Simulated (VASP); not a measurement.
# Zr2C3 (P-4m2) in VASP: further runs

Zr2C3 is run at these levels: PBE; tasks: relaxation of cell and atoms, single point.

Program: VASP 6.6.1. These are calculated values, not measurements. Logs are shortened: lines on timing, memory, paths and dates and some standing lists are left out, and cuts for length are marked.

### Step 1. The cell of the first run

The structure is tetragonal, space group P-4m2 (No. 115). The conventional cell has a = 3.831 Å, b = 3.831 Å, c = 5.418 Å, α = 90.00°, β = 90.00°, γ = 90.00°. Zr (site symmetry 2mm) has 6 C at 2.35 Å within 3.1 Å. Within 3.1 Å of C (site symmetry -4m2) lie 4 Zr at 2.35 Å and 2 C at 2.71 Å. Within 3.1 Å of C (site symmetry -4m2) lie 4 Zr at 2.35 Å and 4 C at 2.71 Å. C (site symmetry -4m2) has 4 Zr at 2.35 Å and 6 C at 2.71 Å within 3.1 Å.

### Step 2. Relaxation of cell and atoms, PBE

Contents of INCAR:

```
SYSTEM = Zr2C3
PREC = Accurate
ENCUT = 600
EDIFF = 1E-7
ISMEAR = 0
SIGMA = 0.1
LREAL = .False.
LASPH = .True.
NELM = 120
ALGO = Normal
ISIF = 3
LWAVE = .False.
LCHARG = .False.
GGA = PE
IBRION = 2
NSW = 90
EDIFFG = -0.04
GGA_COMPAT = .False.
NELMIN = 4
```

Contents of KPOINTS:

```
Automatic mesh
0
Gamma
  4 4 4
  0 0 0
```

Contents of POSCAR:

```
Zr2C3
1.0
    3.8310019600      0.0000000000      0.0000000000
    0.0000000000      3.8310019600      0.0000000000
    0.0000000000      0.0000000000      5.4178549300
Zr C
2 3
Direct
    0.5000000000      0.0000000000      0.7500000000
    0.0000000000      0.5000000000      0.2500000000
    0.0000000000      0.0000000000      0.0000000000
    0.5000000000      0.5000000000      0.5000000000
    0.0000000000      0.0000000000      0.5000000000
```

Potentials or basis: VASP PAW PBE potentials, release 64 (Zr_sv, C).

Launch:

```
> cat potpaw_PBE.64/Zr_sv/POTCAR potpaw_PBE.64/C/POTCAR > POTCAR
> mpirun -np 1 vasp_std > vasp.out
```

OUTCAR:

```text
SYSTEM = Zr2C3
   PREC = Accurate
   ENCUT = 600
   EDIFF = 1E-7
   ISMEAR = 0
   LREAL = .False.
   LASPH = .True.
   NELM = 120
   ISIF = 3
   GGA = PE
   IBRION = 2
   NSW = 90
   EDIFFG = -0.04
   NELMIN = 4

 ion  position               nearest neighbor table
   1  0.500  0.000  0.750-   3 2.35   4 2.35   5 2.35   4 2.35   3 2.35   5 2.35   2 3.83   2 3.83
                             2 3.83   2 3.83   2 3.83   2 3.83   2 3.83   2 3.83
   2  0.000  0.500  0.250-   3 2.35   4 2.35   5 2.35   3 2.35   5 2.35   4 2.35   1 3.83   1 3.83
                             1 3.83   1 3.83   1 3.83   1 3.83   1 3.83   1 3.83
   3  0.000  0.000  0.000-   1 2.35   2 2.35   2 2.35   1 2.35
   4  0.500  0.500  0.500-   1 2.35   2 2.35   1 2.35   2 2.35
   5  0.000  0.000  0.500-   1 2.35   2 2.35   2 2.35   1 2.35

  LATTYP: Found a simple tetragonal cell.
 ALAT       =     3.8310019600
 C/A-ratio  =     1.4142135626

  Lattice vectors:

 A1 = (   3.8310019600,   0.0000000000,   0.0000000000)
 A2 = (   0.0000000000,   3.8310019600,   0.0000000000)
 A3 = (   0.0000000000,   0.0000000000,   5.4178549300)

Analysis of symmetry for initial positions (statically):
=====================================================================
 Subroutine PRICEL returns:
 Original cell was already a primitive cell.

 Routine SETGRP: Setting up the symmetry group for a
 simple tetragonal supercell.

 Subroutine GETGRP returns: Found  8 space group operations
 (whereof  8 operations were pure point group operations)
 out of a pool of 16 trial point group operations.

The static configuration has the point symmetry D_2d.

Analysis of symmetry for dynamics (positions and initial velocities):
=====================================================================
 Subroutine PRICEL returns:
 Original cell was already a primitive cell.

 Routine SETGRP: Setting up the symmetry group for a
 simple tetragonal supercell.

 Subroutine GETGRP returns: Found  8 space group operations
 (whereof  8 operations were pure point group operations)
 out of a pool of 16 trial point group operations.

The dynamic configuration has the point symmetry D_2d.

 Subroutine INISYM returns: Found  8 space group operations
 (whereof  8 operations are pure point group operations),
 and found     1 'primitive' translations

----------------------------------------------------------------------------------------

                                     Primitive cell

  volume of cell :      79.5156

  direct lattice vectors                    reciprocal lattice vectors
     3.831001960  0.000000000  0.000000000     0.261028319  0.000000000  0.000000000
     0.000000000  3.831001960  0.000000000     0.000000000  0.261028319  0.000000000
     0.000000000  0.000000000  5.417854930     0.000000000  0.000000000  0.184574894

  length of vectors
     3.831001960  3.831001960  5.417854930     0.261028319  0.261028319  0.184574894

  position of ions in fractional coordinates (direct lattice)
     0.500000000  0.000000000  0.750000000
     0.000000000  0.500000000  0.250000000
     0.000000000  0.000000000  0.000000000
     0.500000000  0.500000000  0.500000000
     0.000000000  0.000000000  0.500000000

  ion indices of the primitive-cell ions
   primitive index   ion index
                 1           1
                 2           2
                 3           3
                 4           4
                 5           5

----------------------------------------------------------------------------------------

 KPOINTS: Automatic mesh

Automatic generation of k-mesh.
 Grid dimensions read from file:
 generate k-points for:    4    4    4

 Generating k-lattice:

  Cartesian coordinates                     Fractional coordinates (reciprocal lattice)
     0.065257080  0.000000000  0.000000000     0.250000000  0.000000000  0.000000000
     0.000000000  0.065257080  0.000000000     0.000000000  0.250000000  0.000000000
     0.000000000  0.000000000  0.046143724     0.000000000  0.000000000  0.250000000

  Length of vectors
     0.065257080  0.065257080  0.046143724

  Shift w.r.t. Gamma in fractional coordinates (k-lattice)
     0.000000000  0.000000000  0.000000000

 Subroutine IBZKPT returns following result:
 ===========================================

 Found     18 irreducible k-points:

 Following reciprocal coordinates:
            Coordinates               Weight
  0.000000  0.000000  0.000000      1.000000
  0.250000  0.000000  0.000000      4.000000
  0.500000  0.000000  0.000000      2.000000
  0.250000  0.250000  0.000000      4.000000
  0.500000  0.250000  0.000000      4.000000
  0.500000  0.500000  0.000000      1.000000
[... 10 lines left out ...]
  0.500000  0.250000  0.500000      4.000000
  0.500000  0.500000  0.500000      1.000000
   k-points           NKPTS =     18   k-points in BZ     NKDIM =     18   number of bands    NBANDS=     22
[... 26 lines left out ...]
   TEBEG  =    0.0;   TEEND  =   0.0 temperature during run
   PSTRESS=    0.0 pullay stress
   NELECT =      36.0000    total number of electrons
   NUPDOWN=      -1.0000    fix difference up-down
   EMIN   =  10.00;   EMAX   =-10.00  energy-range for DOS
   EFERMI =   0.00;   METHOD = LEGACY
   ISMEAR =     0;   SIGMA  =   0.10  broadening in eV -4-tet -1-fermi 0-gaus
   EFERMI_NEDOS =   21; number of points for ismear=-14 and -15
   IALGO  =     38    algorithm
   IMIX   =      4    mixing-type and parameters
     AMIX     =   0.40;   BMIX     =  1.00
     AMIX_MAG =   1.60;   BMIX_MAG =  1.00
  volume/ion in A,a.u.               =      15.90       107.32
  Fermi-wavevector in a.u.,A,eV,Ry     =   1.257067  2.375511 21.500150  1.580216
  Thomas-Fermi vector in A             =   2.390744
   LORBIT       =      0    0 simple, 1 ext, 2 COOP (PROOUT), +10 PAW based schemes
   GGA     = PE    functional components
   LHFCALC =     F    Hartree Fock is set to
   AEXX    =    0.0000 exact exchange contribution
   IVDW    =     0    specifies the selected vdW correction
   LEPSILON=     F    determine dielectric tensor
   LRPA    =     F    only Hartree local field effects (RPA)
 conjugate gradient relaxation of ions
 non-spin polarized calculation
 Gauss-broadening in eV      SIGMA  =   0.10
  energy-cutoff  :      600.00
  volume of cell :       79.52
 maximum number of plane-waves:      2701
 NGX is ok and might be reduce to    32
   NGX = 15   NGY = 15   NGZ = 21

--------------------------------------- Ionic step        1  -------------------------------------------

 number of electron      35.9999999 magnetization

 Free energy of the ion-electron system (eV)
  ---------------------------------------------------
  ext. energy  EPLUGINS =         0.00000000
  ---------------------------------------------------
  free energy    TOTEN  =       -41.00797631 eV

  energy without entropy =      -40.98916283  energy(sigma->0) =      -40.99856957

------------------------ aborting loop because EDIFF is reached ----------------------------------------

  FORCE on cell =-STRESS in cart. coord.  units (eV):
  Direction    XX          YY          ZZ          XY          YZ          ZX
  --------------------------------------------------------------------------------------
  -------------------------------------------------------------------------------------
  Total       -6.4593346     -6.4593346     -6.6812343      0.0000000      0.0000000     -0.0000000
  in kB     -130.1506200   -130.1506200   -134.6217283      0.0000000      0.0000000     -0.0000000
  external PRESSURE =    -131.6409894 kB  Pullay stress =       0.0000000 kB
[... 98 lines left out ...]
  FREE ENERGIE OF THE ION-ELECTRON SYSTEM (eV)
  ---------------------------------------------------
  free  energy   TOTEN  =       -41.3671208679 eV

  energy  without entropy=      -41.3447843373  energy(sigma->0) =      -41.35595260

 E-fermi :  10.0749     XC(G=0): -12.0119

 val. band max:       10.0029796066   @ k =   0.2500   0.0000   0.0000
 cond. band min:      10.1046101060   @ k =   0.5000   0.2500   0.2500
 fundamental gap:      0.1016304994
 Fermi energy:        10.0749484861

 k-point     1 :       0.0000    0.0000    0.0000
  band No.  band energies     occupation
      1     -38.9102      2.00000
      2     -38.8330      2.00000
      3     -17.2523      2.00000
      4     -17.2523      2.00000
      5     -16.8504      2.00000
      6     -16.8504      2.00000
[... 424 lines left out ...]
      6     -17.0529      2.00000
[... 14 lines left out ...]
     21      12.3620      0.00000
     22      12.3707      0.00000

[... ionic steps 4 to 42 ...]

--------------------------------------- Ionic step       43  -------------------------------------------

 number of electron      36.0000004 magnetization

------------------------ aborting loop because EDIFF is reached ----------------------------------------

  FORCE on cell =-STRESS in cart. coord.  units (eV):
  Direction    XX          YY          ZZ          XY          YZ          ZX
  --------------------------------------------------------------------------------------
  -------------------------------------------------------------------------------------
  Total       -0.4091333     -0.4091333      0.8005756      0.0000000      0.0000000      0.0000000
  in kB      -10.7417930    -10.7417930     21.0191093      0.0000000      0.0000000      0.0000000
  external PRESSURE =      -0.1548256 kB  Pullay stress =       0.0000000 kB
[... 63 lines left out ...]
  energy  without entropy=      -42.7112976128  energy(sigma->0) =      -42.71710267

--------------------------------------- Ionic step       45  -------------------------------------------

 number of electron      36.0000004 magnetization

 Free energy of the ion-electron system (eV)
  ---------------------------------------------------
  ext. energy  EPLUGINS =         0.00000000
  ---------------------------------------------------
  free energy    TOTEN  =       -42.72314105 eV

  energy without entropy =      -42.71100390  energy(sigma->0) =      -42.71707248

 E-fermi :   9.7225     XC(G=0): -11.9248

 val. band max:        9.6522663374   @ k =   0.2500   0.0000   0.0000
 cond. band min:       9.7548557968   @ k =   0.5000   0.0000   0.2500
 fundamental gap:      0.1025894594
 Fermi energy:         9.7224759609

 k-point     1 :       0.0000    0.0000    0.0000
  band No.  band energies     occupation
      1     -39.0903      2.00000
      2     -39.0123      2.00000
      3     -17.4235      2.00000
      4     -17.4235      2.00000
      5     -17.0265      2.00000
      6     -17.0265      2.00000
[... 471 lines left out ...]
  FREE ENERGIE OF THE ION-ELECTRON SYSTEM (eV)
  ---------------------------------------------------
  free  energy   TOTEN  =       -42.7231410528 eV

  energy  without entropy=      -42.7110039048  energy(sigma->0) =      -42.71707248

 reached required accuracy - stopping structural energy minimisation
```

It took 13 min on 1 thread of Intel Xeon Platinum 8488C (Sapphire Rapids), shared host; peak memory 0.24 GiB.

Results:

* Free energy: -42.7231 eV
* Relaxed volume: 12.18 Å³/atom
* Relaxed cell: a = 4.434 Å, b = 4.434 Å, c = 3.098 Å, α = 90.00°, β = 90.00°, γ = 90.00°
* Space group after relaxing (to 0.05 Å): P-4m2 (No. 115)
* Energy gained by relaxing: 343.0 meV/atom
* Ionic steps: 45
* Pressure after relaxing: 0.4 GPa
* Band gap on the k mesh: zero (band 18 reaches 9.77 eV, above the bottom of band 19 at 9.14 eV)

Stress tensor (GPa, compression positive):
```
0.36 0.00 0.00
0.00 0.36 0.00
0.00 0.00 0.48
```

Step by step:
| step | energy change (eV) | largest force (eV/Å) | pressure (GPa) | volume (Å³) |
| --- | --- | --- | --- | --- |
| 1 | 0.0000 | 0.9711 | -13.16 | 79.52 |
| 3 | -0.3591 | 0.1928 | -0.12 | 72.12 |
| 5 | -0.3627 | 0.0821 | 0.15 | 72.10 |
| 7 | -0.3682 | 0.1969 | -0.13 | 72.56 |
| 9 | -0.3965 | 0.1141 | -1.21 | 73.19 |
| 11 | -0.7829 | 0.6493 | -6.76 | 74.80 |
| 13 | -0.8646 | 0.5143 | -9.50 | 75.01 |
| 15 | -0.9634 | 0.2492 | -12.58 | 74.84 |
| 17 | -0.9183 | 0.3715 | -10.90 | 74.99 |
| 19 | -0.9197 | 0.3709 | -11.04 | 75.02 |
| 21 | -0.9245 | 0.3586 | -11.68 | 75.14 |
| 23 | -0.9258 | 0.3448 | -12.01 | 75.20 |
| 25 | -0.9378 | 0.3261 | -11.88 | 75.06 |
| 27 | -0.9898 | 0.2390 | -11.25 | 74.44 |
| 29 | -1.1567 | 0.0244 | -8.58 | 71.94 |
| 31 | -1.5244 | 0.7662 | 5.37 | 61.59 |
| 33 | -1.1910 | 0.5942 | 6.70 | 59.15 |
| 35 | -1.6104 | 0.6586 | 4.53 | 60.63 |
| 37 | -1.6380 | 0.5361 | 1.35 | 61.63 |
| 39 | -1.6546 | 0.4252 | -1.12 | 62.34 |
| 41 | -1.7074 | 0.1680 | -0.30 | 61.33 |
| 43 | -1.7104 | 0.0792 | -0.02 | 61.02 |
| 45 | -1.7152 | 0.0018 | 0.40 | 60.89 |

Final structure:
```xyz
5
Lattice="4.4335 0.0000 0.0000 0.0000 4.4335 0.0000 0.0000 0.0000 3.0977" Properties=species:S:1:pos:R:3 pbc="T T T"
Zr    2.2168    4.4335    2.2243
Zr    0.0000    2.2168    0.8734
C     0.0000    0.0000    0.0000
C     2.2168    2.2168    1.5488
C     0.0000    0.0000    1.5488
```

Caveat: the k points lie up to 0.51 Å⁻¹ apart in the final cell; the volume moved by over 15 % at a fixed basis, so the end points are rough.

### Step 3. Relaxation of cell and atoms, PBE

This run uses another cell than the first one, of 12.19 Å³/atom, 0.766 times its volume.

Contents of INCAR:

```
PREC = Accurate
ENCUT = 600
EDIFF = 1E-7
ISMEAR = 0
SIGMA = 0.1
LREAL = F
LASPH = T
NELM = 120
ALGO = Normal
ISIF = 3
LWAVE = F
LCHARG = F
GGA = PE
IBRION = 2
NSW = 90
EDIFFG = -0.04
GGA_COMPAT = F
NELMIN = 4
```

Contents of KPOINTS:

```
regular mesh
0
Gamma
  4 4 6
```

Contents of POSCAR:

```
Zr2C3
1.0
    4.4342940801      0.0000000000      0.0000000000
    0.0000000000      4.4342940801      0.0000000000
    0.0000000000      0.0000000000      3.0996371398
Zr C
2 3
Direct
    0.5000000000      0.0000000000      0.7176506245
    0.0000000000      0.5000000000      0.2823493755
    0.0000000000      0.0000000000      0.0000000000
    0.5000000000      0.5000000000      0.5000000000
    0.0000000000      0.0000000000      0.5000000000
```

Potentials or basis: VASP PAW PBE potentials, release 64 (Zr_sv, C).

Launch:

```
> cat potpaw_PBE.64/Zr_sv/POTCAR potpaw_PBE.64/C/POTCAR > POTCAR
> mpirun -np 1 vasp_std > vasp.out
```

It took 2.6 min on 1 thread of Intel Xeon Platinum 8488C (Sapphire Rapids), shared host; peak memory 0.21 GiB.

It converged, with:

```yaml
Free_energy: -42.7902 eV
Relaxed_volume: 12.47 Å³/atom
Relaxed_cell: a = 4.429 Å, b = 4.429 Å, c = 3.180 Å, α = 90.00°, β = 90.00°, γ = 90.00°
Space_group_after_relaxing_to_0.05_Å: P-4m2 (No. 115)
Energy_gained_by_relaxing: 13.2 meV/atom
Ionic_steps: 9
Pressure_after_relaxing: -0.2 GPa
Largest_force_after_relaxing: 0.003 eV/Å
Band_gap_on_the_k_mesh: zero (band 18 reaches 9.02 eV, above the bottom of band 19 at 8.51 eV)
```

Forces on the atoms (eV/Å):
```
Zr   0.000  0.000 -0.003
Zr   0.000  0.000  0.003
C    0.000  0.000  0.000
C    0.000  0.000  0.000
C    0.000  0.000  0.000
```

Stress tensor (GPa, compression positive):
```
-0.02  0.00  0.00
 0.00 -0.02  0.00
 0.00  0.00 -0.47
```

The path:
```tsv
step	energy change (eV)	largest force (eV/Å)	pressure (GPa)	volume (Å³)
1	0.0000	0.4010	1.09	60.95
2	-0.0279	0.3781	-0.18	61.68
3	-0.0385	0.3460	-1.35	62.39
4	-0.0523	0.1748	1.59	61.67
5	-0.0523	0.1710	1.65	61.65
6	-0.0623	0.0709	1.03	61.94
7	-0.0655	0.0348	0.48	62.20
8	-0.0660	0.0123	-0.33	62.40
9	-0.0661	0.0030	-0.17	62.36
```

Final structure:
```xyz
5
Lattice="4.4285 0.0000 0.0000 0.0000 4.4285 0.0000 0.0000 0.0000 3.1795" Properties=species:S:1:pos:R:3 pbc="T T T"
Zr    2.2143    4.4285    2.1730
Zr    0.0000    2.2143    1.0065
C     0.0000    0.0000    0.0000
C     2.2143    2.2143    1.5898
C     0.0000    0.0000    1.5898
```

Levels at points of the mesh, in eV from the Fermi level:
```tsv
k point	band 15	band 16	band 17	band 18	band 19	band 20	band 21	band 22
(0.00, 0.00, 0.00)	-1.80	-0.99	-0.86	-0.86	0.25	0.63	0.63	1.95
(0.50, 0.00, 0.00)	-2.54	-2.20	-1.60	-0.27	0.44	1.50	2.69	2.77
(0.50, 0.50, 0.00)	-3.22	-3.03	-0.87	-0.87	0.84	1.89	3.69	3.69
(0.00, 0.00, 0.50)	-2.58	-2.58	-0.07	-0.07	0.48	3.00	3.90	3.90
(0.50, 0.00, 0.50)	-2.78	-2.43	-1.45	-1.16	1.60	3.16	3.29	3.81
(0.50, 0.50, 0.50)	-3.41	-3.41	-1.81	-1.81	1.26	1.67	2.90	3.54
```

### Step 4. Single point, PBE

This run uses another cell than the first one, of 12.36 Å³/atom, 0.777 times its volume.

Contents of INCAR:

```
PREC = Accurate
ENCUT = 600
EDIFF = 1E-6
ISMEAR = 0
SIGMA = 0.1
LREAL = F
LASPH = T
NELM = 120
ALGO = Normal
ISIF = 2
LWAVE = F
LCHARG = F
GGA = PE
NBANDS = 26
GGA_COMPAT = F
```

Contents of KPOINTS:

```
Automatic mesh
0
Gamma
  8 8 12
```

Contents of POSCAR:

```
Zr2C3
1.0
    4.4345926346      0.0000000000      0.0000000000
    0.0000000000      4.4345926346      0.0000000000
    0.0000000000      0.0000000000      3.1434274952
Zr C
2 3
Direct
    0.5000000000      0.0000000000      0.6901739968
    0.0000000000      0.5000000000      0.3098260032
    0.0000000000      0.0000000000      0.0000000000
    0.5000000000      0.5000000000      0.5000000000
    0.0000000000      0.0000000000      0.5000000000
```

Launch:

```
> cat potpaw_PBE.64/Zr_sv/POTCAR potpaw_PBE.64/C/POTCAR > POTCAR
> mpirun -np 1 vasp_std > vasp.out
```

Wall time 95 s (1 thread of Intel Xeon Platinum 8488C (Sapphire Rapids), shared host); peak memory 0.3 GiB.

The run converged. Its results:

```
Free energy            : -42.8134 eV
Pressure               : 0.1 GPa
Largest force          : 0.008 eV/Å
Band gap on the k mesh : zero (band 18 reaches 9.46 eV, above the bottom of band 19 at 8.68 eV)
```

Forces in eV/Å, atoms in the order of the input:
```
Zr   0.000  0.000  0.008
Zr   0.000  0.000 -0.008
C    0.000  0.000  0.000
C    0.000  0.000  0.000
C    0.000  0.000  0.000
```

Stress tensor (GPa, compression positive):
```
0.16 0.00 0.00
0.00 0.16 0.00
0.00 0.00 0.02
```

Levels at points of the mesh, in eV from the Fermi level:
```
           k point  band 15  band 16  band 17  band 18  band 19  band 20  band 21  band 22
(0.00, 0.00, 0.00)    -1.91    -1.10    -0.95    -0.95     0.15     0.62     0.62     1.89
(0.50, 0.00, 0.00)    -2.42    -2.30    -1.66    -0.40     0.46     1.51     2.63     2.67
(0.50, 0.50, 0.00)    -3.32    -2.95    -0.94    -0.94     0.93     1.87     3.72     3.72
(0.00, 0.00, 0.50)    -2.73    -2.73    -0.22    -0.22     0.50     2.78     3.85     3.85
(0.50, 0.00, 0.50)    -2.91    -2.47    -1.64    -1.30     1.46     3.14     3.15     3.72
(0.50, 0.50, 0.50)    -3.57    -3.57    -1.86    -1.86     1.12     1.47     2.79     3.35
```

### Step 5. Overview

```tsv
task	cell	k mesh	gap on the mesh (eV)	pressure (GPa)	relaxed volume (Å³/atom)
relaxation of cell and atoms	relaxed from a = 3.831, b = 3.831, c = 5.418 Å, 5 atoms	4 × 4 × 4	none	0.4	12.18
relaxation of cell and atoms	relaxed from a = 4.434, b = 4.434, c = 3.100 Å, 5 atoms	4 × 4 × 6	none	-0.2	12.47
single point	a = 4.435, b = 4.435, c = 3.143 Å, 5 atoms	8 × 8 × 12	none	0.1	-
```

Alike in all rows: level PBE; potentials or basis VASP PAW PBE potentials, release 64 (Zr_sv, C); no spin polarisation; cutoff (eV) 600; smearing gaussian 0.1 eV.

Caveats: some runs use coarse meshes; the volume moved by over 15 % at a fixed basis, so the end points are rough (some runs).

Absolute energies hang on the potentials; compare differences alone.
